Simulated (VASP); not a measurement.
CdS:

```
Cd S
1.0
     0.00000    2.96321    2.96321
     2.96321    0.00000    2.96321
     2.96321    2.96321    0.00000
Cd S
1 1
Direct
  0.00000 0.00000 0.00000
  0.25000 0.25000 0.25000
```

| Property | Result |
| --- | --- |
| Program | VASP 6.6.1 |
| Task | relaxation of cell and atoms |
| Functional | PBEsol |
| Potentials or basis | VASP PAW PBE potentials, release 64 (Cd, S) |
| Cutoff | 600 eV |
| k mesh | 8 × 8 × 8 |
| Occupations | gaussian, width 0.02 eV |
| Spin | no spin polarisation |

At the start: pressure -2.5 GPa; volume 26.02 Å³/atom.

Question: Where does the relaxation end?

Answer: Over 3 steps the energy falls by 9.8 meV/atom and the volume is 24.83 Å³/atom (-4.6 %); space group F-43m (No. 216, to 0.05 Å).

Step by step:
```tsv
step	energy change (eV)	largest force (eV/Å)	pressure (GPa)	volume (Å³)
1	0.0000	0.0000	-2.55	52.04
2	-0.0176	0.0000	0.84	48.98
3	-0.0196	0.0000	-0.01	49.67
```

Final structure:
```
CELL_PARAMETERS angstrom
0.00000 2.91754 2.91754
2.91754 0.00000 2.91754
2.91754 2.91754 0.00000
ATOMIC_POSITIONS crystal
Cd 0.00000 0.00000 0.00000
S 0.25000 0.25000 0.25000
```

Caveat: the PAW data sets were made with another functional, which shifts forces and pressure a little.
